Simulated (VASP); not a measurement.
## GaP: relaxation of cell and atoms with PBE

GaP:

```
Ga P
1.0
     0.00000    2.77898    2.77898
     2.77898    0.00000    2.77898
     2.77898    2.77898    0.00000
Ga P
1 1
Direct
  0.00000 0.00000 0.00000
  0.25000 0.25000 0.25000
```

```yaml
Program: VASP 6.6.1
Task: relaxation of cell and atoms
Functional: PBE
Potentials_or_basis: VASP PAW PBE potentials, release 64 (Ga_d, P)
Cutoff: 600 eV
k_mesh: 8 × 8 × 8
Occupations: gaussian, width 0.02 eV
Spin: no spin polarisation
Target_pressure: -3 GPa
Dipole_correction: no
Further_INCAR_settings: ALGO = Normal; EDIFF = 1e-07; IBRION = 2; EDIFFG = -0.008; NSW = 70; ISIF = 3
```

```json
{
 "Relaxed volume": "21.78 Å³/atom",
 "Relaxed cell": "a = 3.949 Å, b = 3.949 Å, c = 3.949 Å, α = 60.00°, β = 60.00°, γ = 60.00°",
 "Space group after relaxing (to 0.05 Å)": "F-43m (No. 216)",
 "Energy change on relaxing (the enthalpy is what falls)": "+5.0 meV/atom",
 "Ionic steps": "3",
 "Pressure after relaxing": "-3.0 GPa",
 "Band gap on the k mesh": "1.23 eV, direct"
}
```

Step by step:
```
step  energy change (eV)  largest force (eV/Å)  pressure (GPa)  volume (Å³)
   1              0.0000                0.0000           -2.03        42.92
   2              0.0134                0.0000           -3.24        43.73
   3              0.0101                0.0000           -2.97        43.56
```

Final structure:
```xyz
2
Lattice="0.0000 2.7927 2.7927 2.7927 0.0000 2.7927 2.7927 2.7927 0.0000" Properties=species:S:1:pos:R:3 pbc="T T T"
Ga    0.0000    0.0000    0.0000
P     1.3963    1.3963    1.3963
```

Levels at points of the mesh, in eV from the valence-band top:
```
           k point  band 6  band 7  band 8  band 9  band 10  band 11  band 12  band 13
(0.00, 0.00, 0.00)  -11.96    0.00    0.00    0.00     1.23     3.90     3.90     3.90
(0.50, 0.00, 0.00)  -10.13   -6.23   -1.01   -1.01     1.45     4.73     4.73     8.12
(0.50, 0.50, 0.00)   -9.33   -6.42   -2.44   -2.44     1.80     1.87    10.05    10.05
```

It took 44 s on 1 thread of Intel Xeon 6975P-C (shared host), peak memory 0.19 GiB.

Caveat: the cell is relaxed towards a set pressure, so the enthalpy falls and the energy may rise. As with any semilocal functional, this PBE gap is likely too small.
